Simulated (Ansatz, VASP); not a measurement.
# Mo: VASP beside Ansatz

Contents of POSCAR:

```
Mo
1.0
    2.6808001893      0.0000000000      0.0000000000
   -1.3404000946      2.3690214963      0.0000000000
    0.0000000000      0.0000000000      2.5551807000
Mo
1
Direct
    0.0000000000      0.0000000000      0.5000000000
```

Contents of INCAR.step1:

```
SYSTEM = Mo
PREC     = Accurate       ! precision mode
ENCUT    = 520            ! plane-wave cutoff, eV
ISMEAR   = 0              ! smearing method
SIGMA    = 0.15           ! smearing width, eV
LREAL    = .FALSE.        ! projectors in reciprocal space
LASPH    = .TRUE.         ! aspherical terms in the spheres
NELM     = 80             ! most SCF steps
NBANDS   = 13             ! bands
GGA      = PE             ! functional
ALGO     = Normal         ! electronic algorithm
EDIFF    = 1E-4           ! SCF threshold, eV
LWAVE    = .TRUE.         ! write WAVECAR
LCHARG   = .FALSE.        ! write CHGCAR
```

INCAR.step2

```
SYSTEM = Mo
PREC     = Accurate       ! precision mode
ENCUT    = 520            ! plane-wave cutoff, eV
EDIFF    = 1E-7           ! SCF threshold, eV
ISMEAR   = 0              ! smearing method
SIGMA    = 0.15           ! smearing width, eV
LREAL    = .FALSE.        ! projectors in reciprocal space
LASPH    = .TRUE.         ! aspherical terms in the spheres
NELM     = 80             ! most SCF steps
ALGO     = Normal         ! electronic algorithm
ISIF     = 2              ! what is computed and relaxed
LWAVE    = .FALSE.        ! write WAVECAR
LCHARG   = .FALSE.        ! write CHGCAR
METAGGA  = R2SCAN         ! meta-GGA
LMIXTAU  = .TRUE.       
NBANDS   = 13             ! bands
ISTART   = 1
```

Contents of KPOINTS:

```
Automatic mesh
0
G
  18 18 18
  0 0 0
```

Input for Ansatz:

```yaml
crystal:
  lattice:
    - [2.6808001893, 0.0, 0.0]
    - [-1.3404000946, 2.3690214963, 0.0]
    - [0.0, 0.0, 2.5551807]
  atoms:
    - { symbol: Mo, position: [0.0, 0.0, 0.5] }
basis:
  ecutwfc: 500
kpoints:
  mp_grid: { grid: [18, 18, 18] }
hamiltonian:
  xc: r2scan
scf:
  occupations: { method: gaussian, width: 0.15 }
output:
  forces: true
  stress: true
  eigenvalues: true
```

Change from the starting cell: strain -0.0200 x Voigt [1, 0, 0, 0, 0, 0], atoms carried along.

Alike in both runs: task single point; functional r2SCAN; k mesh 18 × 18 × 18; occupations gaussian, width 0.15 eV; no spin polarisation.

|  | VASP | Ansatz |
| --- | --- | --- |
| version | VASP 6.6.1 | Ansatz 0.2.0 |
| potentials or method | VASP PAW PBE potentials, release 64 (Mo_sv), cutoff 520 eV | scalar-relativistic, plane waves, PAW |
| valence electrons in the cell | 14 | 14 |

Ansatz gave:

| Property | Result |
| --- | --- |
| gap on the k mesh at the Fermi level (eV) | none |
| pressure (GPa) | 5.3 |
| traceless stress, the component that is largest in VASP (GPa) | -6.69 |

**Question.** Which values does VASP return?

**Answer.** gap on the k mesh at the Fermi level (eV): none; pressure (GPa): 6.5; traceless stress, the component that is largest in VASP (GPa): -6.61.

VASP's potentials were made for PBE, not for r2SCAN. A gap of «none» marks a metal or a gap that the smearing closes.
